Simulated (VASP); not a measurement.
**LaLuAs2: single point with r2SCAN**

The system is LaLuAs2.

```xyz
4
Lattice="2.1443 1.2380 6.9758 -2.1443 1.2380 6.9758 0.0000 -2.4760 6.9758" Properties=species:S:1:pos:R:3 pbc="T T T"
La    2.1443    1.2380    6.9758
Lu    0.0000    0.0000   10.4636
As    0.0000    0.0000    5.0929
As    0.0000    0.0000   15.8343
```

```yaml
Program: VASP 6.6.1
Task: single point
Functional: r2SCAN
Potentials_or_basis: VASP PAW PBE potentials, release 64 (La, Lu, As)
Cutoff: 520 eV
k_mesh: 6 × 6 × 6
Occupations: fermi-dirac, width 0.02 eV
Spin: no spin polarisation
```

```json
{
 "Pressure": "-3.9 GPa",
 "Largest force": "0.073 eV/Å",
 "Band gap on the k mesh": "zero (bands 23 and 24 overlap by 0.17 eV)"
}
```

Forces on the atoms (eV/Å):
```
La   0.000  0.000  0.000
Lu   0.000  0.000  0.000
As   0.000  0.000  0.073
As   0.000  0.000 -0.073
```

Levels at points of the mesh, in eV from the Fermi level:
```tsv
k point	band 20	band 21	band 22	band 23	band 24	band 25	band 26	band 27
(0.00, 0.00, 0.00)	-2.00	0.05	0.05	0.11	1.72	1.74	1.74	2.39
(0.50, 0.00, 0.00)	-2.21	-1.63	-1.44	-1.30	1.55	1.62	2.53	2.55
(0.50, 0.50, 0.00)	-1.96	-1.95	-0.85	-0.74	-0.05	2.44	2.55	2.71
(0.50, 0.50, 0.50)	-1.41	-1.41	-1.11	-1.11	1.83	2.24	2.32	2.32
```

Wall time 16 min on 1 thread of Intel(R) Xeon(R) 6975P-C (Granite Rapids) (shared host), peak memory 0.56 GiB.

Caveat: the cell stands under tension; semilocal functionals underestimate gaps, and a narrow one can read as zero; the PAW data sets were made with another functional, which shifts forces and pressure a little; spin-orbit coupling is left out, which moves the levels of the heavy elements.
